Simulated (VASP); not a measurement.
# TePb (Pm-3m) in VASP: a series of runs, part 2 of 3

VASP 6.6.1.

**4. Single point, r2SCAN (volume scaled by 1.040)**

Input file POSCAR:

```
TePb
1.0
    4.0441342766      0.0000000000      0.0000000000
    0.0000000000      4.0441342766      0.0000000000
    0.0000000000      0.0000000000      4.0441342766
Te Pb
1 1
Direct
    0.5000000000      0.5000000000      0.5000000000
    0.0000000000      0.0000000000      0.0000000000
```

Input file INCAR.step1:

```
SYSTEM = TePb
PREC = Accurate
ENCUT = 520
ISMEAR = 0
SIGMA = 0.05
LREAL = .FALSE.
LASPH = .TRUE.
NELM = 80
NBANDS = 17
GGA = PE
ALGO = Normal
EDIFF = 1E-4
LWAVE = .TRUE.
LCHARG = .FALSE.
```

Input file INCAR.step2:

```
SYSTEM = TePb
PREC = Accurate
ENCUT = 520
EDIFF = 1E-6
ISMEAR = 0
SIGMA = 0.05
LREAL = .FALSE.
LASPH = .TRUE.
NELM = 80
ALGO = Normal
ISIF = 2
LWAVE = .FALSE.
LCHARG = .FALSE.
METAGGA = R2SCAN
LMIXTAU = .TRUE.
NBANDS = 17
ISTART = 1
```

Input file KPOINTS:

```
Automatic mesh
0
G
  8 8 8
  0 0 0
```

Potentials or basis: VASP PAW PBE potentials, release 64 (Te, Pb_d).

On the command line:

```sh
$ cat potpaw_PBE.64/Te/POTCAR potpaw_PBE.64/Pb_d/POTCAR > POTCAR
$ cp INCAR.step1 INCAR
$ mpirun -np 1 vasp_std > vasp.out
$ cp INCAR.step2 INCAR
$ mpirun -np 1 vasp_std > vasp.out
```

OUTCAR:

```text
SYSTEM = TePb
   PREC = Accurate
   ENCUT = 520
   EDIFF = 1E-6
   ISMEAR = 0
   LREAL = .FALSE.
   LASPH = .TRUE.
   NELM = 80
   ISIF = 2
   METAGGA = R2SCAN
   ISTART = 1

 ion  position               nearest neighbor table
   1  0.500  0.500  0.500-   2 3.50   2 3.50   2 3.50   2 3.50   2 3.50   2 3.50   2 3.50   2 3.50

   2  0.000  0.000  0.000-   1 3.50   1 3.50   1 3.50   1 3.50   1 3.50   1 3.50   1 3.50   1 3.50

  LATTYP: Found a simple cubic cell.
 ALAT       =     4.0441342766

  Lattice vectors:

 A1 = (   4.0441342766,   0.0000000000,   0.0000000000)
 A2 = (   0.0000000000,   4.0441342766,   0.0000000000)
 A3 = (   0.0000000000,   0.0000000000,   4.0441342766)

Analysis of symmetry for initial positions (statically):
=====================================================================
 Subroutine PRICEL returns:
 Original cell was already a primitive cell.

 Routine SETGRP: Setting up the symmetry group for a
 simple cubic supercell.

 Subroutine GETGRP returns: Found 48 space group operations
 (whereof 48 operations were pure point group operations)
 out of a pool of 48 trial point group operations.

The static configuration has the point symmetry O_h .
[... 160 lines left out ...]

 E-fermi :   5.9093     XC(G=0): -10.0164

 val. band max:        5.9019557983   @ k =   0.5000   0.2500   0.0000
 cond. band min:       5.9294810626   @ k =   0.3750   0.3750   0.0000
 fundamental gap:      0.0275252643
 Fermi energy:         5.9092958931

 k-point     1 :       0.0000    0.0000    0.0000
  band No.  band energies     occupation
      1     -11.9678      2.00000
      2     -11.9678      2.00000
      3     -11.8909      2.00000
      4     -11.8909      2.00000
      5     -11.8909      2.00000
      6      -6.4761      2.00000
[... 457 lines left out ...]
      4     -11.9097      2.00000
      5     -11.8768      2.00000
      6      -4.4846      2.00000
[... 9 lines left out ...]
     16      15.2918      0.00000
     17      16.0017      0.00000

 [... further k-points ...]

------------------------ aborting loop because EDIFF is reached ----------------------------------------

  FORCE on cell =-STRESS in cart. coord.  units (eV):
  Direction    XX          YY          ZZ          XY          YZ          ZX
  --------------------------------------------------------------------------------------
  -------------------------------------------------------------------------------------
  Total       -0.6553995     -0.6553995     -0.6553995     -0.0000000     -0.0000000     -0.0000000
  in kB      -15.8759605    -15.8759605    -15.8759605     -0.0000000     -0.0000000     -0.0000000
  external PRESSURE =     -15.8759605 kB  Pullay stress =       0.0000000 kB

 VOLUME and BASIS-vectors are now :
 -----------------------------------------------------------------------------
  energy-cutoff  :      520.00
  volume of cell :       66.14
      direct lattice vectors                 reciprocal lattice vectors
     4.044134277  0.000000000  0.000000000     0.247271710  0.000000000  0.000000000
     0.000000000  4.044134277  0.000000000     0.000000000  0.247271710  0.000000000
     0.000000000  0.000000000  4.044134277     0.000000000  0.000000000  0.247271710

 POSITION                                       TOTAL-FORCE (eV/Angst)
 -----------------------------------------------------------------------------------
      2.02207      2.02207      2.02207         0.000000      0.000000      0.000000
      0.00000      0.00000      0.00000         0.000000      0.000000      0.000000
 -----------------------------------------------------------------------------------
    total drift:                                0.000000     -0.000000     -0.000000

  FREE ENERGIE OF THE ION-ELECTRON SYSTEM (eV)
  ---------------------------------------------------
  free  energy   TOTEN  =       -82.1428790063 eV

  energy  without entropy=      -82.1410401161  energy(sigma->0) =      -82.14195956
```

OSZICAR.step1:

```text
N       E                     dE             d eps       ncg     rms          rms(c)
DAV:   1     0.149942487768E+03    0.14994E+03   -0.91359E+03  1198   0.114E+03
DAV:   2     0.271846554676E+01   -0.14722E+03   -0.14337E+03  1275   0.292E+02
DAV:   3    -0.701971501882E+01   -0.97382E+01   -0.95283E+01  1546   0.804E+01
DAV:   4    -0.727548420315E+01   -0.25577E+00   -0.25554E+00  1665   0.147E+01
DAV:   5    -0.728309721450E+01   -0.76130E-02   -0.76122E-02  1555   0.217E+00    0.338E+00
DAV:   6    -0.706146936140E+01    0.22163E+00   -0.52859E-01  1676   0.454E+00    0.215E+00
DAV:   7    -0.705819851563E+01    0.32708E-02   -0.63992E-02  1427   0.113E+00    0.105E+00
DAV:   8    -0.705830576053E+01   -0.10724E-03   -0.45332E-03  1383   0.686E-01    0.952E-02
DAV:   9    -0.705838465929E+01   -0.78899E-04   -0.19999E-04  1521   0.895E-02
   1 F= -.70583847E+01 E0= -.70578774E+01  d E =-.101454E-02
```

Wall time 45 s (1 thread of Intel Xeon 6975P-C (Granite Rapids), shared host); peak memory 0.19 GiB.

Results:

```yaml
Free_energy: -82.1429 eV
Pressure: -1.6 GPa
Band_gap_on_the_k_mesh: zero (band 10 reaches 6.10 eV, above the bottom of band 11 at 5.10 eV)
```

Levels at points of the mesh, in eV from the Fermi level:
```
           k point  band 7  band 8  band 9  band 10  band 11  band 12  band 13  band 14
(0.00, 0.00, 0.00)   -6.99   -1.58   -1.58    -1.58     4.54     4.54     5.34     5.34
(0.50, 0.00, 0.00)   -9.25   -0.83   -0.18    -0.18     0.47     2.45     2.45     5.92
(0.50, 0.50, 0.00)   -8.17   -4.32   -4.32     0.19     3.59     3.91     3.91     6.60
(0.50, 0.50, 0.50)   -7.48   -2.45   -2.45    -2.45    -0.81    -0.81    -0.81    14.33
```

Caveat: the PAW data sets were made with another functional, which shifts forces and pressure a little; spin-orbit coupling is left out, which moves the levels of the heavy elements.

**5. Single point, r2SCAN (volume scaled by 0.800)**

Input file POSCAR:

```
TePb
1.0
    3.7054797950      0.0000000000      0.0000000000
    0.0000000000      3.7054797950      0.0000000000
    0.0000000000      0.0000000000      3.7054797950
Te Pb
1 1
Direct
    0.5000000000      0.5000000000      0.5000000000
    0.0000000000      0.0000000000      0.0000000000
```

Input file INCAR.step1:

```
PREC = Accurate
ENCUT = 520
ISMEAR = 0
SIGMA = 0.05
LREAL = False
LASPH = True
NELM = 60
NBANDS = 17
GGA = PE
ALGO = Normal
EDIFF = 1E-4
LWAVE = True
LCHARG = False
```

Input file INCAR.step2:

```
PREC = Accurate
ENCUT = 520
EDIFF = 1E-6
ISMEAR = 0
SIGMA = 0.05
LREAL = False
LASPH = True
NELM = 60
ALGO = Normal
ISIF = 2
LWAVE = False
LCHARG = False
METAGGA = R2SCAN
LMIXTAU = True
NBANDS = 17
ISTART = 1
```

Input file KPOINTS:

```
Automatic mesh
0
Gamma
  10 10 10
```

Potentials or basis: VASP PAW PBE potentials, release 64 (Te, Pb_d).

On the command line:

```sh
$ cat potpaw_PBE.64/Te/POTCAR potpaw_PBE.64/Pb_d/POTCAR > POTCAR
$ cp INCAR.step1 INCAR
$ mpirun -np 1 vasp_std > vasp.out
$ cp INCAR.step2 INCAR
$ mpirun -np 1 vasp_std > vasp.out
```

OUTCAR:

```text
PREC = Accurate
   ENCUT = 520
   EDIFF = 1E-6
   ISMEAR = 0
   LREAL = False
   LASPH = True
   NELM = 60
   ISIF = 2
   METAGGA = R2SCAN
   ISTART = 1

 ion  position               nearest neighbor table
   1  0.500  0.500  0.500-   2 3.21   2 3.21   2 3.21   2 3.21   2 3.21   2 3.21   2 3.21   2 3.21

   2  0.000  0.000  0.000-   1 3.21   1 3.21   1 3.21   1 3.21   1 3.21   1 3.21   1 3.21   1 3.21

  LATTYP: Found a simple cubic cell.
 ALAT       =     3.7054797950

  Lattice vectors:

 A1 = (   3.7054797950,   0.0000000000,   0.0000000000)
 A2 = (   0.0000000000,   3.7054797950,   0.0000000000)
 A3 = (   0.0000000000,   0.0000000000,   3.7054797950)

Analysis of symmetry for initial positions (statically):
=====================================================================
 Subroutine PRICEL returns:
 Original cell was already a primitive cell.

 Routine SETGRP: Setting up the symmetry group for a
 simple cubic supercell.

 Subroutine GETGRP returns: Found 48 space group operations
 (whereof 48 operations were pure point group operations)
 out of a pool of 48 trial point group operations.

The static configuration has the point symmetry O_h .

Analysis of symmetry for dynamics (positions and initial velocities):
=====================================================================
 Subroutine PRICEL returns:
 Original cell was already a primitive cell.

 Routine SETGRP: Setting up the symmetry group for a
 simple cubic supercell.

 Subroutine GETGRP returns: Found 48 space group operations
 (whereof 48 operations were pure point group operations)
 out of a pool of 48 trial point group operations.

The dynamic configuration has the point symmetry O_h .

 Subroutine INISYM returns: Found 48 space group operations
 (whereof 48 operations are pure point group operations),
 and found     1 'primitive' translations

----------------------------------------------------------------------------------------

                                     Primitive cell

  volume of cell :      50.8784

  direct lattice vectors                    reciprocal lattice vectors
     3.705479795  0.000000000  0.000000000     0.269870585  0.000000000  0.000000000
     0.000000000  3.705479795  0.000000000     0.000000000  0.269870585  0.000000000
     0.000000000  0.000000000  3.705479795     0.000000000  0.000000000  0.269870585

  length of vectors
     3.705479795  3.705479795  3.705479795     0.269870585  0.269870585  0.269870585

  position of ions in fractional coordinates (direct lattice)
     0.500000000  0.500000000  0.500000000
     0.000000000  0.000000000  0.000000000

  ion indices of the primitive-cell ions
   primitive index   ion index
                 1           1
                 2           2

----------------------------------------------------------------------------------------

 KPOINTS: Automatic mesh

Automatic generation of k-mesh.
 Grid dimensions read from file:
 generate k-points for:   10   10   10

 Generating k-lattice:

  Cartesian coordinates                     Fractional coordinates (reciprocal lattice)
     0.026987059  0.000000000  0.000000000     0.100000000  0.000000000  0.000000000
     0.000000000  0.026987059  0.000000000     0.000000000  0.100000000  0.000000000
     0.000000000  0.000000000  0.026987059     0.000000000  0.000000000  0.100000000

  Length of vectors
     0.026987059  0.026987059  0.026987059

  Shift w.r.t. Gamma in fractional coordinates (k-lattice)
     0.000000000  0.000000000  0.000000000

 Subroutine IBZKPT returns following result:
 ===========================================

 Found     56 irreducible k-points:

 Following reciprocal coordinates:
            Coordinates               Weight
  0.000000  0.000000  0.000000      1.000000
  0.100000  0.000000  0.000000      6.000000
  0.200000  0.000000  0.000000      6.000000
  0.300000  0.000000  0.000000      6.000000
  0.400000  0.000000  0.000000      6.000000
  0.500000  0.000000  0.000000      3.000000
[... 16 lines left out ...]
  0.200000  0.100000  0.100000     24.000000
  0.300000  0.100000  0.100000     24.000000
 [... further k-points ...]
   k-points           NKPTS =     56   k-points in BZ     NKDIM =     56   number of bands    NBANDS=     17
   number of dos      NEDOS =    301   number of ions     NIONS =      2
   total plane-waves  NPLWV =  21952
   dimension x,y,z NGX =    28 NGY =   28 NGZ =   28
   dimension x,y,z NGXF=    56 NGYF=   56 NGZF=   56
   ions per type =               1   1
   NGX,Y,Z   is equivalent  to a cutoff of  12.56, 12.56, 12.56 a.u.
   NGXF,Y,Z  is equivalent  to a cutoff of  25.12, 25.12, 25.12 a.u.
 SYSTEM =  unknown system
   PREC   = accura    normal or accurate (medium, high low for compatibility)
   ISTART =      1    job   : 0-new  1-cont  2-samecut
   ICHARG =      0    charge: 1-file 2-atom 10-const
   ISPIN  =      1    spin polarized calculation?
   LNONCOLLINEAR =      F non collinear calculations
   LSORBIT =      F    spin-orbit coupling
   LASPH  =      T    aspherical Exc in radial PAW
   ENCUT  =  520.0 eV  38.22 Ry    6.18 a.u.   6.89  6.89  6.89*2*pi/ulx,y,z
   NELM   =     60;   NELMIN=  2; NELMDL=  0     # of ELM steps
   EDIFF  = 0.1E-05   stopping-criterion for ELM
   LREAL  =      F    real-space projection
   EDIFFG = 0.1E-04   stopping-criterion for IOM
   NSW    =      0    number of steps for IOM
   IBRION =     -1    ionic relax: 0-MD 1-quasi-New 2-CG
   NFREE  =      0    steps in history (QN), initial steepest desc. (CG)
   ISIF   =      2    stress and relaxation
   ISYM   =      2    0-nonsym 1-usesym 2-fastsym
   POTIM  = 0.5000    time-step for ionic-motion
   TEBEG  =    0.0;   TEEND  =   0.0 temperature during run
   PSTRESS=    0.0 pullay stress
   NELECT =      20.0000    total number of electrons
   NUPDOWN=      -1.0000    fix difference up-down
   EMIN   =  10.00;   EMAX   =-10.00  energy-range for DOS
   EFERMI =   0.00;   METHOD = LEGACY
   ISMEAR =     0;   SIGMA  =   0.05  broadening in eV -4-tet -1-fermi 0-gaus
   EFERMI_NEDOS =   21; number of points for ismear=-14 and -15
   IALGO  =     38    algorithm
   IMIX   =      4    mixing-type and parameters
     AMIX     =   0.40;   BMIX     =  1.00
     AMIX_MAG =   1.60;   BMIX_MAG =  1.00
  volume/ion in A,a.u.               =      25.44       171.67
  Fermi-wavevector in a.u.,A,eV,Ry     =   1.199243  2.266240 19.567665  1.438183
  Thomas-Fermi vector in A             =   2.335110
   LORBIT       =      0    0 simple, 1 ext, 2 COOP (PROOUT), +10 PAW based schemes
   METAGGA = R2SCAN    functional components
   LHFCALC =     F    Hartree Fock is set to
   AEXX    =    0.0000 exact exchange contribution
   IVDW    =     0    specifies the selected vdW correction
   LEPSILON=     F    determine dielectric tensor
   LRPA    =     F    only Hartree local field effects (RPA)
 non-spin polarized calculation
 Gauss-broadening in eV      SIGMA  =   0.05
  energy-cutoff  :      520.00
  volume of cell :       50.88
 maximum number of plane-waves:      1406
 NGX is ok and might be reduce to    28
   NGX = 13   NGY = 13   NGZ = 13

 number of electron      20.0000001 magnetization

 Free energy of the ion-electron system (eV)
  ---------------------------------------------------
  ext. energy  EPLUGINS =         0.00000000
  ---------------------------------------------------
  free energy    TOTEN  =       -81.65915374 eV

  energy without entropy =      -81.65781579  energy(sigma->0) =      -81.65848476

 E-fermi :   9.1671     XC(G=0): -11.3959

 val. band max:        9.1607665735   @ k =   0.5000   0.2000   0.0000
 cond. band min:       9.1699536489   @ k =   0.5000   0.5000   0.3000
 fundamental gap:      0.0091870754
 Fermi energy:         9.1671206120

 k-point     1 :       0.0000    0.0000    0.0000
  band No.  band energies     occupation
      1      -8.6468      2.00000
      2      -8.6468      2.00000
      3      -8.4732      2.00000
      4      -8.4732      2.00000
      5      -8.4732      2.00000
      6      -5.2237      2.00000
[... 9 lines left out ...]
     16      21.7835      0.00000
     17      21.7927      0.00000
[... 441 lines left out ...]
 k-point    24 :       0.3000    0.1000    0.1000
  band No.  band energies     occupation
      1      -8.6184      2.00000
      2      -8.5403      2.00000
      3      -8.5329      2.00000
      4      -8.5240      2.00000
      5      -8.4818      2.00000
      6      -4.0224      2.00000
[... 9 lines left out ...]
     16      19.2912      0.00000
     17      19.4026      0.00000

 [... further k-points ...]

------------------------ aborting loop because EDIFF is reached ----------------------------------------

  FORCE on cell =-STRESS in cart. coord.  units (eV):
  Direction    XX          YY          ZZ          XY          YZ          ZX
  --------------------------------------------------------------------------------------
  -------------------------------------------------------------------------------------
  Total        4.8842746      4.8842746      4.8842746      0.0000000     -0.0000000      0.0000000
  in kB      153.8074280    153.8074280    153.8074280      0.0000000     -0.0000000      0.0000000
  external PRESSURE =     153.8074280 kB  Pullay stress =       0.0000000 kB

 VOLUME and BASIS-vectors are now :
 -----------------------------------------------------------------------------
  energy-cutoff  :      520.00
  volume of cell :       50.88
      direct lattice vectors                 reciprocal lattice vectors
     3.705479795  0.000000000  0.000000000     0.269870585  0.000000000  0.000000000
     0.000000000  3.705479795  0.000000000     0.000000000  0.269870585  0.000000000
     0.000000000  0.000000000  3.705479795     0.000000000  0.000000000  0.269870585

 POSITION                                       TOTAL-FORCE (eV/Angst)
 -----------------------------------------------------------------------------------
      1.85274      1.85274      1.85274         0.000000      0.000000      0.000000
      0.00000      0.00000      0.00000         0.000000      0.000000      0.000000
 -----------------------------------------------------------------------------------
    total drift:                               -0.000000      0.000000     -0.000000

  FREE ENERGIE OF THE ION-ELECTRON SYSTEM (eV)
  ---------------------------------------------------
  free  energy   TOTEN  =       -81.6591537354 eV

  energy  without entropy=      -81.6578157857  energy(sigma->0) =      -81.65848476
```

OUTCAR.step1:

```text
PREC = Accurate
   ENCUT = 520
   ISMEAR = 0
   LREAL = False
   LASPH = True
[... 703 lines left out ...]
      1.85274      1.85274      1.85274         0.000000      0.000000      0.000000
      0.00000      0.00000      0.00000         0.000000      0.000000      0.000000
 -----------------------------------------------------------------------------------
    total drift:                               -0.000000      0.000000     -0.000000

  FREE ENERGIE OF THE ION-ELECTRON SYSTEM (eV)
  ---------------------------------------------------
  free  energy   TOTEN  =        -6.5792276520 eV

  energy  without entropy=       -6.5774743913  energy(sigma->0) =       -6.57835102
```

It took 56 s on 1 thread of Intel Xeon 6975P-C (Granite Rapids), shared host; peak memory 0.19 GiB.

Results:

* Free energy: -81.6592 eV
* Pressure: 15.4 GPa
* Band gap on the k mesh: zero (band 10 reaches 9.58 eV, above the bottom of band 11 at 7.52 eV)

Caveat: the PAW data sets were made with another functional, which shifts forces and pressure a little; spin-orbit coupling is left out, which moves the levels of the heavy elements.

(Part 2 of 3 ends here.)
